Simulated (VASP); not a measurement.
Here is a VASP 6.6.1 calculation.

The input INCAR:

```
SYSTEM = Ga2SiS
PREC = Accurate ; ENCUT = 520
EDIFF = 1E-6 ; ISMEAR = 0
SIGMA = 0.1 ; LREAL = .FALSE.
LASPH = .TRUE. ; NELM = 80
ALGO = Normal ; ISIF = 2
LWAVE = .FALSE. ; LCHARG = .TRUE.
GGA = PE ; LELF = .TRUE.
LVHAR = .TRUE. ; NBANDS = 26
```

The input KPOINTS:

```
regular mesh
0
G
  4 4 4
  0 0 0
```

The input POSCAR:

```
Ga2SiS
1.0
    3.7856646985      0.0000000000      0.0000000000
    0.0000000000      3.7856646985      0.0000000000
    0.0000000000      0.0000000000      5.2083781962
Ga Si S
2 1 1
Direct
    0.5000000000      0.0000000000     -0.0921229935
    0.0000000000      0.5000000000     -0.0921229935
    0.0000000000      0.0000000000      0.4088546503
    0.5000000000      0.5000000000      0.4073961267
```

Potentials or basis: VASP PAW PBE potentials, release 64 (Ga_d, Si, S).

Run with:

```bash
$ cat potpaw_PBE.64/Ga_d/POTCAR potpaw_PBE.64/Si/POTCAR potpaw_PBE.64/S/POTCAR > POTCAR
$ mpirun -np 1 vasp_std > vasp.out
```

Problem. Predict the band gap on the k mesh.

Solution. Zero (band 18 reaches 7.11 eV, above the bottom of band 19 at 4.30 eV).

Problem. Predict the pressure.

Solution. 0.0 GPa.

Problem. Estimate the largest force.

Solution. 0.019 eV/Å.

Forces on the atoms (eV/Å):
```
Ga   0.000  0.000  0.004
Ga   0.000  0.000  0.004
Si   0.000  0.000 -0.019
S    0.000  0.000  0.011
```

Caveat: the k points lie up to 0.41 Å⁻¹ apart.
